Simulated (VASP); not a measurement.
# Na (P6_3/mmc) in VASP: notebook, part 2 of 2

VASP 6.6.1. Earlier steps stand in the parts before.

## Step 3: Single point, LDA

This run uses another cell than the first one, of 33.33 Å³/atom.

INCAR

```
SYSTEM = Na
  PREC = Accurate
  ENCUT = 520
  EDIFF = 1E-6
  ISMEAR = 1
  SIGMA = 0.05
  LREAL = .False.
  LASPH = .True.
  NELM = 60
  ALGO = Normal
  ISIF = 2
  LWAVE = .False.
  LCHARG = .False.
  NBANDS = 14
```

KPOINTS

```
regular mesh
0
Gamma
  14 14 8
  0 0 0
```

POSCAR

```
Na
1.0
    3.6165805656      0.0000000000      0.0000000000
   -1.8082902828      3.1320506447      0.0000000000
    0.0000000000      0.0000000000      5.8850136714
Na
2
Direct
    0.3333333333      0.6666666667      0.2500000000
    0.6666666667      0.3333333333      0.7500000000
```

Potentials or basis: VASP PAW LDA potentials, release 64 (Na_pv).

Run with:

```console
$ cat potpaw_LDA.64/Na_pv/POTCAR > POTCAR
$ mpirun -np 1 vasp_std > vasp.out
```

OUTCAR:

```text
SYSTEM = Na
   PREC = Accurate
   ENCUT = 520
   EDIFF = 1E-6
   ISMEAR = 1
   LREAL = .False.
   LASPH = .True.
   NELM = 60
   ISIF = 2

 ion  position               nearest neighbor table
   1  0.333  0.667  0.250-
   2  0.667  0.333  0.750-

  LATTYP: Found a hexagonal cell.
 ALAT       =     3.6165805656
 C/A-ratio  =     1.6272314593

  Lattice vectors:

 A1 = (   3.6165805656,   0.0000000000,   0.0000000000)
 A2 = (  -1.8082902828,   3.1320506447,   0.0000000000)
 A3 = (   0.0000000000,   0.0000000000,   5.8850136714)

Analysis of symmetry for initial positions (statically):
=====================================================================
 Subroutine PRICEL returns:
 Original cell was already a primitive cell.

 Routine SETGRP: Setting up the symmetry group for a
 hexagonal supercell.

 Subroutine GETGRP returns: Found 24 space group operations
 (whereof 12 operations were pure point group operations)
 out of a pool of 24 trial point group operations.

The static configuration has the point symmetry D_3d.
 The point group associated with its full space group is D_6h.

Analysis of symmetry for dynamics (positions and initial velocities):
[... 177 lines left out ...]
      8       1.0793     -0.00000
      9       1.5185      0.00000
     10      10.9890      0.00000
     11      10.9890      0.00000
     12      11.4193      0.00000
     13      11.4193      0.00000
     14      11.5697      0.00000
[... 377 lines left out ...]
      1     -24.4276      2.00000
      2     -24.4196      2.00000
      3     -24.4187      2.00000
      4     -24.4103      2.00000
      5     -24.4098      2.00000
      6     -24.4061      2.00000
      7       1.5863      0.00000
      8       1.7493      0.00000
      9       2.6851      0.00000
     10       5.4314      0.00000
     11       5.4446      0.00000
     12       5.8279      0.00000
     13       6.4533      0.00000
     14       7.1321      0.00000

 [... further k-points ...]

------------------------ aborting loop because EDIFF is reached ----------------------------------------

  FORCE on cell =-STRESS in cart. coord.  units (eV):
  Direction    XX          YY          ZZ          XY          YZ          ZX
  --------------------------------------------------------------------------------------
  -------------------------------------------------------------------------------------
  Total        0.0066272      0.0066272      0.0228924     -0.0000000      0.0000000      0.0000000
  in kB        0.1592821      0.1592821      0.5502078     -0.0000000      0.0000000      0.0000000
  external PRESSURE =       0.2895907 kB  Pullay stress =       0.0000000 kB

 VOLUME and BASIS-vectors are now :
 -----------------------------------------------------------------------------
  energy-cutoff  :      520.00
  volume of cell :       66.66
      direct lattice vectors                 reciprocal lattice vectors
     3.616580566  0.000000000  0.000000000     0.276504279  0.159639820  0.000000000
    -1.808290283  3.132050645  0.000000000     0.000000000  0.319279639  0.000000000
     0.000000000  0.000000000  5.885013671     0.000000000  0.000000000  0.169923140

 POSITION                                       TOTAL-FORCE (eV/Angst)
 -----------------------------------------------------------------------------------
     -0.00000      2.08803      1.47125         0.000000     -0.000000      0.000000
      1.80829      1.04402      4.41376        -0.000000      0.000000     -0.000000
 -----------------------------------------------------------------------------------
    total drift:                               -0.000000      0.000000      0.000000

  FREE ENERGIE OF THE ION-ELECTRON SYSTEM (eV)
  ---------------------------------------------------
  free  energy   TOTEN  =        -2.9111436614 eV

  energy  without entropy=       -2.9110277439  energy(sigma->0) =       -2.91110502
```

Run time: 1.8 min. Hardware: 1 thread of Intel Xeon 8259CL, shared host; peak memory 0.21 GiB.

Results:

```yaml
Free_energy: -2.9111 eV
Pressure: 0.0 GPa
Band_gap_on_the_k_mesh: zero (bands 7 and 8 overlap by 4.36 eV)
```

Levels at points of the mesh, in eV from the Fermi level:
| k point | band 5 | band 6 | band 7 | band 8 | band 9 | band 10 |
| --- | --- | --- | --- | --- | --- | --- |
| (0.00, 0.00, 0.00) | -24.84 | -24.84 | -3.49 | 0.63 | 1.07 | 10.54 |
| (0.50, 0.00, 0.00) | -24.85 | -24.85 | 0.27 | 0.39 | 4.09 | 4.15 |
| (0.00, 0.00, 0.50) | -24.84 | -24.84 | -2.38 | -2.38 | 5.93 | 5.93 |
| (0.50, 0.00, 0.50) | -24.85 | -24.85 | 1.14 | 1.14 | 1.65 | 1.65 |

## Step 4: Relaxation of cell and atoms, LDA

This run uses another cell than the first one, of 39.11 Å³/atom.

INCAR

```
SYSTEM = Na
PREC = Accurate
ENCUT = 600
EDIFF = 1E-6
ISMEAR = 1
SIGMA = 0.05
LREAL = .FALSE.
LASPH = .TRUE.
NELM = 60
ALGO = Normal
ISIF = 3
LWAVE = .FALSE.
LCHARG = .FALSE.
GGA = CA
IBRION = 2
NSW = 80
EDIFFG = -0.02
```

KPOINTS

```
Automatic mesh
0
G
  13 13 7
  0 0 0
```

POSCAR

```
Na
1.0
    3.8100000000      0.0000000000      0.0000000000
   -1.9050000000      3.2995567884      0.0000000000
    0.0000000000      0.0000000000      6.2217300000
Na
2
Direct
    0.3333333333      0.6666666667      0.2500000000
    0.6666666667      0.3333333333      0.7500000000
```

Run with:

```console
$ cat potpaw_LDA.64/Na_pv/POTCAR > POTCAR
$ mpirun -np 1 vasp_std > vasp.out
```

Wall time 5.3 min (1 thread of Intel Xeon 8259CL, shared host); peak memory 0.21 GiB.

The run converged. Its results:

* Free energy: -2.9104 eV
* Relaxed volume: 33.20 Å³/atom
* Relaxed cell: a = 3.599 Å, b = 3.599 Å, c = 5.919 Å, α = 90.00°, β = 90.00°, γ = 120.00°
* Space group after relaxing (to 0.1 Å): P6_3/mmc (No. 194)
* Energy gained by relaxing: 22.8 meV/atom
* Ionic steps: 5
* Pressure after relaxing: 0.0 GPa
* Band gap on the k mesh: zero (bands 7 and 8 overlap by 3.63 eV)

Stress tensor (GPa, compression positive):
```
-0.04  0.00  0.00
 0.00 -0.04  0.00
 0.00  0.00  0.06
```

The path:
```
step  energy change (eV)  largest force (eV/Å)  pressure (GPa)  volume (Å³)
   1              0.0000                0.0000           -1.04        78.22
   2             -0.0178                0.0000           -0.91        75.38
   3             -0.0453                0.0000           -0.14        67.28
   4             -0.0455                0.0000            0.05        66.07
   5             -0.0456                0.0000           -0.01        66.39
```

Final structure:
```
Na
1.0
     3.59888    0.00000    0.00000
    -1.79944    3.11672    0.00000
     0.00000    0.00000    5.91909
Na
2
Direct
  0.33333 0.66667 0.25000
  0.66667 0.33333 0.75000
```

Levels at points of the mesh, in eV from the Fermi level:
```tsv
k point	band 3	band 4	band 5	band 6	band 7	band 8	band 9	band 10	band 11
(0.00, 0.00, 0.00)	-24.85	-24.84	-24.84	-24.84	-3.51	0.57	1.00	10.65	10.65
```

Caveat: the volume moved by over 15 % at a fixed basis, so the end points are rough.

## Step 5: The runs side by side

| task | cell | k mesh | cutoff (eV) | gap on the mesh (eV) | pressure (GPa) |
| --- | --- | --- | --- | --- | --- |
| single point | a = 3.599, b = 3.599, c = 5.960 Å, angles 90.0, 90.0, 120.0°, 2 atoms | 13 × 13 × 7 | 520 | none | 0.0 |
| single point | a = 3.617, b = 3.617, c = 5.885 Å, angles 90.0, 90.0, 120.0°, 2 atoms | 14 × 14 × 8 | 520 | none | 0.0 |
| relaxation of cell and atoms | relaxed from a = 3.810, b = 3.810, c = 6.222 Å, angles 90.0, 90.0, 120.0°, 2 atoms | 13 × 13 × 7 | 600 | none | 0.0 |

Alike in all rows: level LDA; potentials or basis VASP PAW LDA potentials, release 64 (Na_pv); no spin polarisation; smearing methfessel-paxton 0.05 eV.

Caveats: the volume moved by over 15 % at a fixed basis, so the end points are rough (at least some runs).

Absolute energies hang on the potentials; compare differences alone.
